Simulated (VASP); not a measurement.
A run of VASP 6.6.1 is set up as follows.

The input INCAR:

```
SYSTEM = O
PREC = Accurate ; ENCUT = 600
EDIFF = 1E-6 ; ISMEAR = 0
SIGMA = 0.15 ; LREAL = .False.
LASPH = .True. ; NELM = 120
ALGO = Normal ; ISIF = 2
LWAVE = .False. ; LCHARG = .True.
GGA = PS ; LELF = .True.
LVHAR = .True. ; NBANDS = 13
GGA_COMPAT = .False.
```

KPOINTS

```
regular mesh
0
Gamma
  20 20 20
  0 0 0
```

The input POSCAR:

```
O
1.0
    0.0000000000      1.6319942902      4.4021844131
    1.6375895745      0.0000000000      4.4021844131
    1.6375895745      1.6319942902      0.0000000000
O
2
Direct
    0.0675080576      0.0675080576      0.9324919424
    0.9324919424      0.9324919424      0.0675080576
```

Potentials or basis: VASP PAW PBE potentials, release 64 (O).

Run with:

```bash
$ cat potpaw_PBE.64/O/POTCAR > POTCAR
$ mpirun -np 1 vasp_std > vasp.out
```

Q: Predict the largest force.

A: 2.926 eV/Å.

Q: What does it give for the pressure?

A: 8.8 GPa.

Q: Estimate the band gap on the k mesh.

A: Zero (bands 6 and 7 overlap by 2.90 eV).

Forces in eV/Å, atoms in the order of the input:
```
O    0.000  0.000  2.926
O    0.000  0.000 -2.926
```

Caveat: the standard files for N, O and F lose accuracy on very short bonds; spin is off for a triplet molecule; the stress differs along the axes, from 2 to 23 GPa; this functional lacks dispersion, which holds the molecules together, so the pressure and a relaxed volume are unreliable; the PAW data sets were made with another functional, which shifts forces and pressure a little.
